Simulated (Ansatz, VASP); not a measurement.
# HfSi2B2 in VASP and in Ansatz

File INCAR:

```
  PREC = Accurate
  ENCUT = 600
  EDIFF = 1E-6
  ISMEAR = 0
  SIGMA = 0.1
  LREAL = F
  LASPH = T
  NELM = 60
  ALGO = Normal
  ISIF = 3
  LWAVE = F
  LCHARG = F
  GGA = PE
  IBRION = 2
  NSW = 90
  EDIFFG = -0.04
```

File KPOINTS:

```
regular mesh
0
Gamma
  4 4 4
```

Contents of POSCAR:

```
HfSi2B2
1.0
    5.1208750000      0.0000000000      0.0000000000
    0.0000000000      5.1208750000      0.0000000000
    0.0000000000      0.0000000000      5.1208750000
Hf Si B
2 4 4
Direct
    0.0000000000      0.0000000000      0.0000000000
    0.5000000000      0.5000000000      0.5000000000
    0.7500000000      0.7500000000      0.7500000000
    0.2500000000      0.2500000000      0.7500000000
    0.2500000000      0.7500000000      0.2500000000
    0.7500000000      0.2500000000      0.2500000000
    0.2500000000      0.2500000000      0.2500000000
    0.7500000000      0.7500000000      0.2500000000
    0.7500000000      0.2500000000      0.7500000000
    0.2500000000      0.7500000000      0.7500000000
```

Input for Ansatz:

```yaml
crystal:
  lattice:
    - [5.120875, 0.0, 0.0]
    - [0.0, 5.120875, 0.0]
    - [0.0, 0.0, 5.120875]
  atoms:
    - { symbol: Hf, position: [0.0, 0.0, 0.0] }
    - { symbol: Hf, position: [0.5, 0.5, 0.5] }
    - { symbol: Si, position: [0.75, 0.75, 0.75] }
    - { symbol: Si, position: [0.25, 0.25, 0.75] }
    - { symbol: Si, position: [0.25, 0.75, 0.25] }
    - { symbol: Si, position: [0.75, 0.25, 0.25] }
    - { symbol: B, position: [0.25, 0.25, 0.25] }
    - { symbol: B, position: [0.75, 0.75, 0.25] }
    - { symbol: B, position: [0.75, 0.25, 0.75] }
    - { symbol: B, position: [0.25, 0.75, 0.75] }
basis:
  ecutwfc: 420
kpoints:
  mp_grid: { grid: [4, 4, 4] }
hamiltonian:
  xc: pbe
scf:
  occupations: { method: gaussian, width: 0.1 }
  lower_state_search: "off"
output:
  forces: true
  stress: true
  eigenvalues: true
relax:
  adjacent_minimum: "off"
  f_tol: 0.04
  max_steps: 70
  cell: { stress_tol: 0.4 }
```

Alike in both runs: task relaxation of cell and atoms; functional PBE; k mesh 4 × 4 × 4; occupations gaussian, width 0.1 eV; no spin polarisation.

|  | VASP | Ansatz |
| --- | --- | --- |
| version | VASP 6.6.1 | Ansatz 0.2.0 |
| potentials or method | VASP PAW PBE potentials, release 64 (Hf_pv, Si, B), cutoff 600 eV | scalar-relativistic, plane waves, PAW |
| valence electrons in the cell | 48 | 80 |

Ansatz gave:

- gap on the k mesh at the Fermi level, each at its own relaxed structure (eV): none
- relaxed volume (Å³/atom): 17.20
- relaxed cell length with the largest relative difference (Å): 5.561

**Question.** What did VASP give for the same quantities?

**Answer.** gap on the k mesh at the Fermi level, each at its own relaxed structure (eV): none; relaxed volume (Å³/atom): 17.37; relaxed cell length with the largest relative difference (Å): 5.579.

A gap of «none» marks a metal or a gap that the smearing closes. VASP's potentials hold 48 valence electrons a cell and Ansatz's 80, so a difference there can come from the potentials and not from the codes.

Spin-orbit coupling is off throughout. Noted on VASP's run: the volume moved by over 15 % at a fixed basis, so the end points are rough.
